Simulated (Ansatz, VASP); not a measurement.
## SbMo: VASP beside Ansatz

```
Mo Sb
1.0
     0.00000    2.74853    2.74853
     2.74853    0.00000    2.74853
     2.74853    2.74853    0.00000
Mo Sb
1 1
Direct
  0.50000 0.50000 0.50000
  0.00000 0.00000 0.00000
```

Alike in both runs: task single point; functional r2SCAN; k mesh 10 × 10 × 10; occupations gaussian, width 0.05 eV; no spin polarisation.

|  | VASP | Ansatz |
| --- | --- | --- |
| version | VASP 6.6.1 | Ansatz 0.2.0 |
| potentials or method | VASP PAW PBE potentials, release 64 (Mo_sv, Sb), cutoff 520 eV | scalar-relativistic, plane waves, PAW |
| valence electrons in the cell | 19 | 29 |

Ansatz gave:

* gap on the k mesh at the Fermi level (eV): none
* pressure (GPa): 0.0

Estimate VASP's values.

gap on the k mesh at the Fermi level (eV): none; pressure (GPa): 0.1.

VASP's potentials were made for PBE, not for r2SCAN. A gap of «none» marks a metal or a gap that the smearing closes. VASP's potentials hold 19 valence electrons a cell and Ansatz's 29, so a difference there can come from the potentials and not from the codes.

Neither program's run includes spin-orbit coupling.
